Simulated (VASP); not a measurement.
Crystal: CaSe (rocksalt type).

```xyz
2
Lattice="0.0000 2.8589 2.8589 2.8589 0.0000 2.8589 2.8589 2.8589 0.0000" Properties=species:S:1:pos:R:3 pbc="T T T"
Ca    0.0000    0.0000    0.0000
Se    2.8589    2.8589    2.8589
```

* Program: VASP 6.6.1
* Task: relaxation of cell and atoms
* Functional: PBE
* Potentials or basis: VASP PAW PBE potentials, release 64 (Ca_sv, Se)
* Cutoff: 600 eV
* k mesh: 12 × 12 × 12
* Occupations: fermi-dirac, width 0.08 eV
* Spin: no spin polarisation

At the start: pressure 7.9 GPa; volume 23.37 Å³/atom.

Question: Where does the relaxation end?

Answer: Over 5 steps the energy falls by 69.9 meV/atom and the volume is 26.53 Å³/atom (+13.5 %); space group Fm-3m (No. 225, to 0.1 Å) before and after.

Step by step:
```
step  energy change (eV)  largest force (eV/Å)  pressure (GPa)  volume (Å³)
   1              0.0000                0.0000            7.89        46.74
   2             -0.1303                0.0000           -1.56        54.95
   3             -0.1398                0.0000            0.04        53.02
   4             -0.1397                0.0000           -0.08        53.15
   5             -0.1398                0.0000            0.01        53.05
```

Final structure:
```
Ca Se
1.0
     0.00000    2.98237    2.98237
     2.98237    0.00000    2.98237
     2.98237    2.98237    0.00000
Ca Se
1 1
Direct
  0.00000 0.00000 0.00000
  0.50000 0.50000 0.50000
```
